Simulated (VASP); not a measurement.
Write the native input for VASP 6.6.1 that does the following.

* Task: single point
* Functional: PBEsol
* Potentials or basis: VASP PAW PBE potentials, release 64 (Ga_d, N)
* Cutoff: 520 eV
* k mesh: 10 × 10 × 10
* Occupations: gaussian, width 0.01 eV
* Spin: no spin polarisation
* Dipole correction: no
* Further INCAR settings: ALGO = Normal; EDIFF = 1e-06; NBANDS = 16

The structure of GaN lies in POSCAR:

```
GaN
1.0
    2.2378915854      2.2378915854      0.0000000000
   -2.2378915854      2.2378915854      0.0000000000
    0.0000000000      2.2378915854      2.2558846836
Ga N
1 1
Direct
    0.0000000000      0.0000000000      0.0000000000
    0.2500000000      0.7500000000      0.5000000000
```

This cell differs from its parent crystal: in-plane strain -0.005.

These files were run (other wordings do the same):

INCAR

```
SYSTEM = GaN
  PREC = Accurate
  ENCUT = 520
  EDIFF = 1E-6
  ISMEAR = 0
  SIGMA = 0.01
  LREAL = .FALSE.
  LASPH = .TRUE.
  NELM = 60
  ALGO = Normal
  ISIF = 2
  LWAVE = .FALSE.
  LCHARG = .FALSE.
  GGA = PS
  NBANDS = 16
```

KPOINTS

```
Automatic mesh
0
G
  10 10 10
  0 0 0
```

Potentials or basis: VASP PAW PBE potentials, release 64 (Ga_d, N).

The run is started by

```sh
$ cat potpaw_PBE.64/Ga_d/POTCAR potpaw_PBE.64/N/POTCAR > POTCAR
$ mpirun -np 1 vasp_std > vasp.out
```

It gave:

```
Pressure               : 1.1 GPa
Band gap on the k mesh : 1.75 eV, direct
```

Caveat: the cell differs from its parent crystal (in-plane strain -0.005); the PAW data sets were made with another functional, which shifts forces and pressure a little.

Wall time 75 s on 1 thread of AMD EPYC 7R13 (shared host), peak memory 0.13 GiB.
